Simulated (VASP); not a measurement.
## MgCuGe: single point with PBE

MgCuGe:

```
CELL_PARAMETERS angstrom
4.00530 0.00000 0.00000
0.00000 4.00530 0.00000
0.00000 0.00000 6.39475
ATOMIC_POSITIONS crystal
Mg 0.00000 0.00000 0.00000
Mg 0.50000 0.50000 0.00000
Cu 0.00000 0.50000 0.29804
Cu 0.50000 0.00000 0.70196
Ge 0.00000 0.50000 0.67798
Ge 0.50000 0.00000 0.32202
```

- Program: VASP 6.6.1
- Task: single point
- Functional: PBE
- Potentials or basis: VASP PAW PBE potentials, release 64 (Mg, Cu, Ge_d)
- Cutoff: 520 eV
- k mesh: 4 × 4 × 2
- Occupations: fermi-dirac, width 0.15 eV
- Spin: no spin polarisation

The pressure is 0.5 GPa, the largest force is 0.072 eV/Å and the band gap on the k mesh is zero (band 27 reaches 6.72 eV, above the bottom of band 28 at 3.16 eV).

Forces in eV/Å, atoms in the order of the input:
```
Mg   0.000  0.000  0.000
Mg   0.000  0.000  0.000
Cu   0.000  0.000  0.042
Cu   0.000  0.000 -0.042
Ge   0.000  0.000  0.072
Ge   0.000  0.000 -0.072
```

Stress tensor (GPa, compression positive):
```
 1.38  0.00  0.00
 0.00  1.38  0.00
 0.00  0.00 -1.30
```

Levels at points of the mesh, in eV from the Fermi level:
```tsv
k point	band 23	band 24	band 25	band 26	band 27	band 28	band 29	band 30	band 31	band 32
(0.00, 0.00, 0.00)	-2.83	-1.23	-1.23	-0.86	1.06	1.17	1.17	1.36	3.86	4.62
(0.50, 0.00, 0.00)	-2.71	-2.71	-2.05	-2.05	1.46	1.46	2.97	2.97	4.72	4.72
(0.50, 0.50, 0.00)	-2.47	-2.47	-2.05	-2.05	-1.59	-1.59	-1.47	-1.47	2.14	2.14
(0.00, 0.00, 0.50)	-1.72	-1.31	-0.58	-0.58	0.06	0.13	0.13	1.13	4.38	4.46
(0.50, 0.00, 0.50)	-2.70	-2.70	0.37	0.37	1.27	1.27	1.82	1.82	3.41	3.41
(0.50, 0.50, 0.50)	-2.55	-2.55	-2.37	-2.37	-2.10	-2.10	1.28	1.28	3.86	3.86
```

Wall time 52 s on 1 thread of Intel Xeon 6975P-C, with other jobs on the host, peak memory 0.22 GiB.

Caveat: the k points lie up to 0.49 Å⁻¹ apart.
